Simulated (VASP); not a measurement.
# SnO2 (fluorite type) (Fm-3m) in VASP: further runs

SnO2 (fluorite type) is run at these levels: PBE; tasks: single point.

Program: VASP 6.6.1. These are calculated values, not measurements. Logs are shortened: lines on timing, memory, paths and dates and some standing lists are left out, and cuts for length are marked.

## 1. The cell of the first run

Symmetry: Fm-3m, No. 225, cubic system. The conventional cell has a = 5.143 Å, b = 5.143 Å, c = 5.143 Å, α = 90.00°, β = 90.00°, γ = 90.00°. Sn (site symmetry m-3m) has 8 O at 2.23 Å within 2.9 Å. Within 2.9 Å of O (site symmetry -43m) lie 4 Sn at 2.23 Å and 6 O at 2.57 Å.

## 2. Single point, PBE

File INCAR:

```
  ALGO = Normal
  EDIFF = 1E-7
  ENCUT = 520
  GGA = PE
  ISIF = 2
  ISMEAR = -1
  LASPH = True
  LCHARG = False
  LREAL = False
  LWAVE = False
  NBANDS = 20
  NELM = 60
  PREC = Accurate
  SIGMA = 0.06122561905347299
```

File KPOINTS:

```
k-points
0
Gamma
  19 19 19
```

File POSCAR:

```
SnO2
1.0
    0.0000000000      2.5714428430      2.5714428430
    2.5714428430      0.0000000000      2.5714428430
    2.5714428430      2.5714428430      0.0000000000
Sn O
1 2
Direct
    0.0000000000      0.0000000000      0.0000000000
    0.2500000000      0.2500000000      0.2500000000
    0.7500000000      0.7500000000      0.7500000000
```

Potentials or basis: VASP PAW PBE potentials, release 64 (Sn_d, O).

Launch:

```
$ cat potpaw_PBE.64/Sn_d/POTCAR potpaw_PBE.64/O/POTCAR > POTCAR
$ mpirun -np 1 vasp_std > vasp.out
```

OUTCAR:

```text
EDIFF = 1E-7
   ENCUT = 520
   GGA = PE
   ISIF = 2
   ISMEAR = -1
   LASPH = True
   LREAL = False
   NELM = 60
   PREC = Accurate

 ion  position               nearest neighbor table
   1  0.000  0.000  0.000-   3 2.23   3 2.23   3 2.23   2 2.23   3 2.23   2 2.23   2 2.23   2 2.23

   2  0.250  0.250  0.250-   1 2.23   1 2.23   1 2.23   1 2.23
   3  0.750  0.750  0.750-   1 2.23   1 2.23   1 2.23   1 2.23

  LATTYP: Found a face centered cubic cell.
 ALAT       =     5.1428856860

  Lattice vectors:

 A1 = (   0.0000000000,   2.5714428430,   2.5714428430)
 A2 = (   2.5714428430,   0.0000000000,   2.5714428430)
 A3 = (   2.5714428430,   2.5714428430,   0.0000000000)

Analysis of symmetry for initial positions (statically):
=====================================================================
 Subroutine PRICEL returns:
 Original cell was already a primitive cell.

 Routine SETGRP: Setting up the symmetry group for a
 face centered cubic supercell.

 Subroutine GETGRP returns: Found 48 space group operations
 (whereof 48 operations were pure point group operations)
 out of a pool of 48 trial point group operations.

The static configuration has the point symmetry O_h .

Analysis of symmetry for dynamics (positions and initial velocities):
=====================================================================
 Subroutine PRICEL returns:
 Original cell was already a primitive cell.

 Routine SETGRP: Setting up the symmetry group for a
 face centered cubic supercell.

 Subroutine GETGRP returns: Found 48 space group operations
 (whereof 48 operations were pure point group operations)
 out of a pool of 48 trial point group operations.

The dynamic configuration has the point symmetry O_h .

 Subroutine INISYM returns: Found 48 space group operations
 (whereof 48 operations are pure point group operations),
 and found     1 'primitive' translations

----------------------------------------------------------------------------------------

                                     Primitive cell

  volume of cell :      34.0064

  direct lattice vectors                    reciprocal lattice vectors
     0.000000000  2.571442843  2.571442843    -0.194443365  0.194443365  0.194443365
     2.571442843  0.000000000  2.571442843     0.194443365 -0.194443365  0.194443365
     2.571442843  2.571442843  0.000000000     0.194443365  0.194443365 -0.194443365

  length of vectors
     3.636569343  3.636569343  3.636569343     0.336785788  0.336785788  0.336785788

  position of ions in fractional coordinates (direct lattice)
     0.000000000  0.000000000  0.000000000
     0.250000000  0.250000000  0.250000000
     0.750000000  0.750000000  0.750000000

  ion indices of the primitive-cell ions
   primitive index   ion index
                 1           1
                 2           2
                 3           3

----------------------------------------------------------------------------------------

 KPOINTS: k-points

Automatic generation of k-mesh.
 Grid dimensions read from file:
 generate k-points for:   19   19   19

 Generating k-lattice:

  Cartesian coordinates                     Fractional coordinates (reciprocal lattice)
    -0.010233861  0.010233861  0.010233861     0.052631579  0.000000000  0.000000000
     0.010233861 -0.010233861  0.010233861     0.000000000  0.052631579  0.000000000
     0.010233861  0.010233861 -0.010233861     0.000000000  0.000000000  0.052631579

  Length of vectors
     0.017725568  0.017725568  0.017725568

  Shift w.r.t. Gamma in fractional coordinates (k-lattice)
     0.000000000  0.000000000  0.000000000

 Subroutine IBZKPT returns following result:
 ===========================================

 Found    220 irreducible k-points:

 Following reciprocal coordinates:
            Coordinates               Weight
  0.000000  0.000000  0.000000      1.000000
  0.052632  0.000000  0.000000      8.000000
  0.105263  0.000000  0.000000      8.000000
  0.157895  0.000000  0.000000      8.000000
  0.210526  0.000000  0.000000      8.000000
  0.263158  0.000000  0.000000      8.000000
[... 16 lines left out ...]
 -0.315789  0.052632  0.000000     24.000000
 -0.263158  0.052632  0.000000     24.000000
 [... further k-points ...]
   k-points           NKPTS =    220   k-points in BZ     NKDIM =    220   number of bands    NBANDS=     20
   number of dos      NEDOS =    301   number of ions     NIONS =      3
   total plane-waves  NPLWV =  21952
   dimension x,y,z NGX =    28 NGY =   28 NGZ =   28
   dimension x,y,z NGXF=    56 NGYF=   56 NGZF=   56
   ions per type =               1   2
   NGX,Y,Z   is equivalent  to a cutoff of  12.80, 12.80, 12.80 a.u.
   NGXF,Y,Z  is equivalent  to a cutoff of  25.60, 25.60, 25.60 a.u.
 SYSTEM =  unknown system
   PREC   = accura    normal or accurate (medium, high low for compatibility)
   ISTART =      0    job   : 0-new  1-cont  2-samecut
   ICHARG =      2    charge: 1-file 2-atom 10-const
   ISPIN  =      1    spin polarized calculation?
   LNONCOLLINEAR =      F non collinear calculations
   LSORBIT =      F    spin-orbit coupling
   LASPH  =      T    aspherical Exc in radial PAW
   ENCUT  =  520.0 eV  38.22 Ry    6.18 a.u.   6.76  6.76  6.76*2*pi/ulx,y,z
   NELM   =     60;   NELMIN=  2; NELMDL= -5     # of ELM steps
   EDIFF  = 0.1E-06   stopping-criterion for ELM
   LREAL  =      F    real-space projection
   EDIFFG = 0.1E-05   stopping-criterion for IOM
   NSW    =      0    number of steps for IOM
   IBRION =     -1    ionic relax: 0-MD 1-quasi-New 2-CG
   NFREE  =      0    steps in history (QN), initial steepest desc. (CG)
   ISIF   =      2    stress and relaxation
   ISYM   =      2    0-nonsym 1-usesym 2-fastsym
   POTIM  = 0.5000    time-step for ionic-motion
   TEBEG  =    0.0;   TEEND  =   0.0 temperature during run
   PSTRESS=    0.0 pullay stress
   NELECT =      26.0000    total number of electrons
   NUPDOWN=      -1.0000    fix difference up-down
   EMIN   =  10.00;   EMAX   =-10.00  energy-range for DOS
   EFERMI =   0.00;   METHOD = LEGACY
   ISMEAR =    -1;   SIGMA  =   0.06  broadening in eV -4-tet -1-fermi 0-gaus
   EFERMI_NEDOS =   21; number of points for ismear=-14 and -15
   IALGO  =     38    algorithm
   IMIX   =      4    mixing-type and parameters
     AMIX     =   0.40;   BMIX     =  1.00
     AMIX_MAG =   1.60;   BMIX_MAG =  1.00
  volume/ion in A,a.u.               =      11.34        76.50
  Fermi-wavevector in a.u.,A,eV,Ry     =   1.496968  2.828859 30.489459  2.240912
  Thomas-Fermi vector in A             =   2.608916
   LORBIT       =      0    0 simple, 1 ext, 2 COOP (PROOUT), +10 PAW based schemes
   GGA     = PE    functional components
   LHFCALC =     F    Hartree Fock is set to
   AEXX    =    0.0000 exact exchange contribution
   IVDW    =     0    specifies the selected vdW correction
   LEPSILON=     F    determine dielectric tensor
   LRPA    =     F    only Hartree local field effects (RPA)
 non-spin polarized calculation
  energy-cutoff  :      520.00
  volume of cell :       34.01
 maximum number of plane-waves:       941
   NGX = 13   NGY = 13   NGZ = 13

 number of electron      25.9999990 magnetization

 Free energy of the ion-electron system (eV)
  ---------------------------------------------------
  ext. energy  EPLUGINS =         0.00000000
  ---------------------------------------------------
  free energy    TOTEN  =       -17.91679507 eV

  energy without entropy =      -17.91609212  energy(sigma->0) =      -17.91644360

 E-fermi :   7.6219     XC(G=0): -11.6798

 val. band max:        7.3727576331   @ k =  -0.2632   0.4737   0.2105
 cond. band min:       7.6522020732   @ k =   0.0526   0.0000   0.0000
 fundamental gap:      0.2794444402
 Fermi energy:         7.6219243025

 k-point     1 :       0.0000    0.0000    0.0000
  band No.  band energies     occupation
      1     -13.1718      2.00000
      2     -13.1718      2.00000
      3     -13.1718      2.00000
      4     -13.0461      2.00000
      5     -13.0461      2.00000
      6     -11.9319      2.00000
[... 12 lines left out ...]
     19      22.4983      0.00000
     20      22.4983      0.00000

 k-point     2 :       0.0526    0.0000    0.0000
  band No.  band energies     occupation
      1     -13.1812      2.00000
      2     -13.1698      2.00000
      3     -13.1698      2.00000
      4     -13.0462      2.00000
      5     -13.0462      2.00000
      6     -11.9053      2.00000
[... 12 lines left out ...]
     19      22.5034      0.00000
     20      22.5034      0.00000

 k-point     3 :       0.1053    0.0000    0.0000
  band No.  band energies     occupation
      1     -13.2098      2.00000
      2     -13.1641      2.00000
      3     -13.1641      2.00000
      4     -13.0463      2.00000
      5     -13.0463      2.00000
      6     -11.8236      2.00000
[... 12 lines left out ...]
     19      22.5190      0.00000
     20      22.5190      0.00000

 k-point     4 :       0.1579    0.0000    0.0000
  band No.  band energies     occupation
      1     -13.2567      2.00000
      2     -13.1562      2.00000
      3     -13.1562      2.00000
      4     -13.0458      2.00000
      5     -13.0458      2.00000
      6     -11.6836      2.00000
[... 12 lines left out ...]
     19      22.5443      0.00000
     20      22.5443      0.00000

 k-point     5 :       0.2105    0.0000    0.0000
  band No.  band energies     occupation
      1     -13.3178      2.00000
      2     -13.1477      2.00000
      3     -13.1477      2.00000
      4     -13.0437      2.00000
      5     -13.0437      2.00000
      6     -11.4849      2.00000
[... 12 lines left out ...]
     19      22.5754      0.00000
     20      22.8463      0.00000

 k-point     6 :       0.2632    0.0000    0.0000
  band No.  band energies     occupation
      1     -13.3860      2.00000
      2     -13.1406      2.00000
      3     -13.1406      2.00000
      4     -13.0391      2.00000
      5     -13.0391      2.00000
      6     -11.2317      2.00000
[... 12 lines left out ...]
     19      22.6038      0.00000
     20      23.2881      0.00000

 k-point     7 :       0.3158    0.0000    0.0000
  band No.  band energies     occupation
      1     -13.4526      2.00000
      2     -13.1360      2.00000
      3     -13.1360      2.00000
      4     -13.0322      2.00000
      5     -13.0322      2.00000
      6     -10.9332      2.00000
[... 12 lines left out ...]
     19      22.6169      0.00000
     20      23.3103      0.00000
[... 277 lines left out ...]
 k-point    20 :      -0.4737    0.0526    0.0000
  band No.  band energies     occupation
      1     -13.5693      2.00000
      2     -13.1412      2.00000
      3     -13.1302      2.00000
      4     -13.0192      2.00000
      5     -13.0144      2.00000
      6      -9.9186      2.00000
[... 12 lines left out ...]
     19      22.5560      0.00000
     20      23.6199      0.00000

 k-point    21 :      -0.4211    0.0526    0.0000
  band No.  band energies     occupation
      1     -13.5548      2.00000
      2     -13.1412      2.00000
      3     -13.1305      2.00000
      4     -13.0195      2.00000
      5     -13.0190      2.00000
      6     -10.1384      2.00000
[... 12 lines left out ...]
     19      22.5293      0.00000
     20      23.6877      0.00000

 k-point    22 :      -0.3684    0.0526    0.0000
  band No.  band energies     occupation
      1     -13.5200      2.00000
      2     -13.1416      2.00000
      3     -13.1311      2.00000
      4     -13.0266      2.00000
      5     -13.0228      2.00000
      6     -10.4679      2.00000
[... 12 lines left out ...]
     19      22.5279      0.00000
     20      23.7878      0.00000

 k-point    23 :      -0.3158    0.0526    0.0000
  band No.  band energies     occupation
      1     -13.4684      2.00000
      2     -13.1428      2.00000
      3     -13.1331      2.00000
      4     -13.0353      2.00000
      5     -13.0281      2.00000
      6     -10.8032      2.00000
[... 12 lines left out ...]
     19      22.5280      0.00000
     20      23.8709      0.00000

 k-point    24 :      -0.2632    0.0526    0.0000
  band No.  band energies     occupation
      1     -13.4058      2.00000
      2     -13.1455      2.00000
      3     -13.1374      2.00000
      4     -13.0428      2.00000
      5     -13.0339      2.00000
      6     -11.1138      2.00000
[... 12 lines left out ...]
     19      22.5185      0.00000
     20      23.8156      0.00000

 [... further k-points ...]

------------------------ aborting loop because EDIFF is reached ----------------------------------------

  FORCE on cell =-STRESS in cart. coord.  units (eV):
  Direction    XX          YY          ZZ          XY          YZ          ZX
  --------------------------------------------------------------------------------------
  -------------------------------------------------------------------------------------
  Total        0.1277267      0.1277267      0.1277267      0.0000000     -0.0000000     -0.0000000
  in kB        6.0177178      6.0177178      6.0177178      0.0000000     -0.0000000     -0.0000000
  external PRESSURE =       6.0177178 kB  Pullay stress =       0.0000000 kB

 VOLUME and BASIS-vectors are now :
 -----------------------------------------------------------------------------
  energy-cutoff  :      520.00
  volume of cell :       34.01
      direct lattice vectors                 reciprocal lattice vectors
     0.000000000  2.571442843  2.571442843    -0.194443365  0.194443365  0.194443365
     2.571442843  0.000000000  2.571442843     0.194443365 -0.194443365  0.194443365
     2.571442843  2.571442843  0.000000000     0.194443365  0.194443365 -0.194443365

 POSITION                                       TOTAL-FORCE (eV/Angst)
 -----------------------------------------------------------------------------------
      0.00000      0.00000      0.00000         0.000000      0.000000     -0.000000
      1.28572      1.28572      1.28572        -0.000000     -0.000000      0.000000
      3.85716      3.85716      3.85716         0.000000      0.000000      0.000000
 -----------------------------------------------------------------------------------
    total drift:                               -0.000000     -0.000000      0.000000

  FREE ENERGIE OF THE ION-ELECTRON SYSTEM (eV)
  ---------------------------------------------------
  free  energy   TOTEN  =       -17.9167950718 eV

  energy  without entropy=      -17.9160921235  energy(sigma->0) =      -17.91644360
```

Wall time 68 s (1 thread of Intel Xeon 6975P-C (Granite Rapids), shared host); peak memory 0.26 GiB.

What came out:

```
Free energy            : -17.9168 eV
Pressure               : 0.6 GPa
Band gap on the k mesh : zero (bands 13 and 14 overlap by 0.13 eV)
```

Caveat: semilocal functionals underestimate gaps, so a narrow gap can read as zero; spin-orbit coupling is left out, which moves the levels of the heavy elements.

(Part 1 of 2 ends here.)
